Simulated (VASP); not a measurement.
# CaHf4 (P-62m) in VASP: further runs, part 2 of 2

VASP 6.6.1.

## Step 3: Relaxation of cell and atoms, PBE

INCAR reads:

```
SYSTEM = CaHf4
ALGO = Normal
EDIFF = 1E-7
EDIFFG = -0.04
ENCUT = 600
GGA = PE
IBRION = 2
ISIF = 3
ISMEAR = 0
LASPH = .TRUE.
LCHARG = .FALSE.
LREAL = .FALSE.
LWAVE = .FALSE.
NELM = 80
NSW = 90
PREC = Accurate
SIGMA = 0.1
```

KPOINTS reads:

```
k-points
0
G
  6 6 4
  0 0 0
```

POSCAR reads:

```
CaHf4
1.0
    5.1165662100      0.0000000000      0.0000000000
   -2.5582831000      4.4310763200      0.0000000000
    0.0000000000      0.0000000000      5.0429980300
Ca Hf
1 4
Direct
    0.0000000000      0.0000000000      0.5000000000
    0.4508048700      0.0000000000      0.5000000000
    0.0000000000      0.4508048700      0.5000000000
    0.5491951300      0.5491951300      0.5000000000
    0.0000000000      0.0000000000      0.0000000000
```

Potentials or basis: VASP PAW PBE potentials, release 64 (Ca_sv, Hf_pv).

Command:

```
$ cat potpaw_PBE.64/Ca_sv/POTCAR potpaw_PBE.64/Hf_pv/POTCAR > POTCAR
$ mpirun -np 1 vasp_std > vasp.out
```

OUTCAR:

```text
SYSTEM = CaHf4
   EDIFF = 1E-7
   EDIFFG = -0.04
   ENCUT = 600
   GGA = PE
   IBRION = 2
   ISIF = 3
   ISMEAR = 0
   LASPH = .TRUE.
   LREAL = .FALSE.
   NELM = 80
   NSW = 90
   PREC = Accurate

 ion  position               nearest neighbor table
   1  0.000  0.000  0.500-   3 2.31   2 2.31   4 2.31   5 2.52   5 2.52   3 2.81   2 2.81   4 2.81

   2  0.451  0.000  0.500-   1 2.31   4 2.60   4 2.60   3 2.60   3 2.60   1 2.81   5 3.42   5 3.42
                             5 3.78   5 3.78
   3  0.000  0.451  0.500-   1 2.31   4 2.60   4 2.60   2 2.60   2 2.60   1 2.81   5 3.42   5 3.42
                             5 3.78   5 3.78
   4  0.549  0.549  0.500-   1 2.31   2 2.60   3 2.60   2 2.60   3 2.60   1 2.81   5 3.42   5 3.42
                             5 3.78   5 3.78
   5  0.000  0.000  0.000-   1 2.52   1 2.52   3 3.42   3 3.42   2 3.42   2 3.42   4 3.42   4 3.42
                             3 3.78   3 3.78   2 3.78   2 3.78   4 3.78   4 3.78

  LATTYP: Found a hexagonal cell.
 ALAT       =     5.1165662100
 C/A-ratio  =     0.9856215718

  Lattice vectors:

 A1 = (   5.1165662100,   0.0000000000,   0.0000000000)
 A2 = (  -2.5582831000,   4.4310763200,   0.0000000000)
 A3 = (   0.0000000000,   0.0000000000,   5.0429980300)

Analysis of symmetry for initial positions (statically):
=====================================================================
 Subroutine PRICEL returns:
 Original cell was already a primitive cell.

 Routine SETGRP: Setting up the symmetry group for a
 hexagonal supercell.

 Subroutine GETGRP returns: Found 12 space group operations
 (whereof 12 operations were pure point group operations)
 out of a pool of 24 trial point group operations.

The static configuration has the point symmetry D_3h.

Analysis of symmetry for dynamics (positions and initial velocities):
=====================================================================
 Subroutine PRICEL returns:
 Original cell was already a primitive cell.

 Routine SETGRP: Setting up the symmetry group for a
 hexagonal supercell.

 Subroutine GETGRP returns: Found 12 space group operations
[... 122 lines left out ...]
   IALGO  =     38    algorithm
   IMIX   =      4    mixing-type and parameters
     AMIX     =   0.40;   BMIX     =  1.00
     AMIX_MAG =   1.60;   BMIX_MAG =  1.00
  volume/ion in A,a.u.               =      22.87       154.31
  Fermi-wavevector in a.u.,A,eV,Ry     =   1.242623  2.348216 21.008909  1.544111
  Thomas-Fermi vector in A             =   2.376969
   LORBIT       =      0    0 simple, 1 ext, 2 COOP (PROOUT), +10 PAW based schemes
   GGA     = PE    functional components
   LHFCALC =     F    Hartree Fock is set to
   AEXX    =    0.0000 exact exchange contribution
   IVDW    =     0    specifies the selected vdW correction
   LEPSILON=     F    determine dielectric tensor
   LRPA    =     F    only Hartree local field effects (RPA)
 conjugate gradient relaxation of ions
 non-spin polarized calculation
 Gauss-broadening in eV      SIGMA  =   0.10
  energy-cutoff  :      600.00
  volume of cell :      114.33
 maximum number of plane-waves:      3836
 NGX is ok and might be reduce to    42
   NGX = 21   NGY = 21   NGZ = 21

--------------------------------------- Ionic step        1  -------------------------------------------

 number of electron      50.0000002 magnetization

 Free energy of the ion-electron system (eV)
  ---------------------------------------------------
  ext. energy  EPLUGINS =         0.00000000
  ---------------------------------------------------
  free energy    TOTEN  =       -27.71858332 eV

  energy without entropy =      -27.69097567  energy(sigma->0) =      -27.70477949

 E-fermi :   4.0190     XC(G=0): -10.5378

 val. band max:        4.0090951667   @ k =   0.1667   0.0000   0.0000
 cond. band min:       4.0195514112   @ k =   0.1667   0.1667   0.5000
 fundamental gap:      0.0104562445
 Fermi energy:         4.0190268039

 k-point     1 :       0.0000    0.0000    0.0000
  band No.  band energies     occupation
      1     -35.5438      2.00000
      2     -27.8606      2.00000
      3     -27.8351      2.00000
      4     -27.6961      2.00000
      5     -27.6961      2.00000
      6     -27.2239      2.00000
[... 792 lines left out ...]
  FREE ENERGIE OF THE ION-ELECTRON SYSTEM (eV)
  ---------------------------------------------------
  free  energy   TOTEN  =       -31.9939239730 eV

  energy  without entropy=      -31.9462836970  energy(sigma->0) =      -31.97010383

[... ionic steps 4 to 7 ...]

--------------------------------------- Ionic step        8  -------------------------------------------

 number of electron      50.0000014 magnetization

------------------------ aborting loop because EDIFF is reached ----------------------------------------
[... 73 lines left out ...]
--------------------------------------- Ionic step       10  -------------------------------------------

 number of electron      50.0000019 magnetization

 Free energy of the ion-electron system (eV)
  ---------------------------------------------------
  ext. energy  EPLUGINS =         0.00000000
  ---------------------------------------------------
  free energy    TOTEN  =       -32.37859511 eV

  energy without entropy =      -32.33635209  energy(sigma->0) =      -32.35747360

 E-fermi :   2.3883     XC(G=0):  -9.3287

 val. band max:        2.3737510867   @ k =   0.1667   0.1667   0.0000
 cond. band min:       2.3893818267   @ k =   0.3333   0.3333   0.0000
 fundamental gap:      0.0156307400
 Fermi energy:         2.3882807593

 k-point     1 :       0.0000    0.0000    0.0000
  band No.  band energies     occupation
      1     -37.0349      2.00000
      2     -29.5492      2.00000
      3     -29.4451      2.00000
      4     -29.4451      2.00000
      5     -28.8173      2.00000
      6     -28.6125      2.00000
[... 714 lines left out ...]
  FREE ENERGIE OF THE ION-ELECTRON SYSTEM (eV)
  ---------------------------------------------------
  free  energy   TOTEN  =       -32.3785951068 eV

  energy  without entropy=      -32.3363520940  energy(sigma->0) =      -32.35747360

 reached required accuracy - stopping structural energy minimisation
```

OSZICAR:

```text
N       E                     dE             d eps       ncg     rms          rms(c)
DAV:   1     0.351717300789E+03    0.35172E+03   -0.30155E+04  1268   0.180E+03
DAV:   2    -0.921759012377E+01   -0.36093E+03   -0.35128E+03  1386   0.456E+02
DAV:   3    -0.351698443091E+02   -0.25952E+02   -0.24793E+02  2040   0.764E+01
[... 130 lines left out ...]
DAV:   6    -0.323785955755E+02   -0.52077E-05   -0.11810E-04  1898   0.354E-02    0.496E-02
DAV:   7    -0.323785962429E+02   -0.66747E-06   -0.30601E-05  1934   0.207E-02    0.145E-02
DAV:   8    -0.323785953026E+02    0.94038E-06   -0.24993E-06  1628   0.735E-03    0.591E-03
DAV:   9    -0.323785950711E+02    0.23141E-06   -0.32080E-07  1332   0.270E-03    0.160E-03
DAV:  10    -0.323785951068E+02   -0.35702E-07   -0.54882E-08   894   0.119E-03
  10 F= -.32378595E+02 E0= -.32357474E+02  d E =-.147116E-02
```

Wall time 7.2 min (1 thread of Intel Xeon 6975P-C (Granite Rapids), shared host); peak memory 0.31 GiB.

Results:

| Property | Result |
| --- | --- |
| Free energy | -32.3786 eV |
| Relaxed volume | 31.06 Å³/atom |
| Relaxed cell | a = 5.920 Å, b = 5.920 Å, c = 5.117 Å, α = 90.00°, β = 90.00°, γ = 120.00° |
| Space group after relaxing (to 0.1 Å) | P6/mmm (No. 191) |
| Energy gained by relaxing | 932.0 meV/atom |
| Ionic steps | 10 |
| Pressure after relaxing | 0.0 GPa |
| Largest force after relaxing | 0.006 eV/Å |
| Band gap on the k mesh | zero (bands 25 and 26 overlap by 0.52 eV) |

Forces in eV/Å, atoms in the order of the input:
```
Ca   0.000  0.000  0.000
Hf  -0.006  0.000  0.000
Hf   0.003 -0.005  0.000
Hf   0.003  0.005  0.000
Hf   0.000  0.000  0.000
```

The path:
```
step  energy change (eV)  largest force (eV/Å)  pressure (GPa)  volume (Å³)
   1              0.0000                2.0123           29.30       114.33
   2             -3.0539                0.6169           -6.95       195.75
   3             -4.2753                1.0957           -0.77       159.13
   4             -4.2754                1.1089           -0.48       158.15
   5             -4.4289                0.9063           -0.26       156.79
   6             -4.6522                0.1047            0.61       152.75
   7             -4.6535                0.0332            0.69       152.41
   8             -4.6551                0.0219           -0.52       156.61
   9             -4.6585                0.0028            0.01       154.69
  10             -4.6600                0.0059            0.01       155.32
```

Final structure:
```cif
data_structure
_symmetry_space_group_name_H-M 'P 1'
_symmetry_Int_Tables_number 1
_cell_length_a 5.9204
_cell_length_b 5.9204
_cell_length_c 5.1166
_cell_angle_alpha 90.000
_cell_angle_beta 90.000
_cell_angle_gamma 120.000
_cell_volume 155.32
loop_
_atom_site_label
_atom_site_type_symbol
_atom_site_fract_x
_atom_site_fract_y
_atom_site_fract_z
_atom_site_occupancy
Ca1 Ca 0.00000 0.00000 0.50000 1
Hf1 Hf 0.50017 0.00000 0.50000 1
Hf2 Hf 0.00000 0.50017 0.50000 1
Hf3 Hf 0.49983 0.49983 0.50000 1
Hf4 Hf 0.00000 0.00000 0.00000 1
```

Caveat: the volume moved by over 15 % at a fixed basis, so the end points are rough; spin-orbit coupling is left out, which moves the levels of the heavy elements.
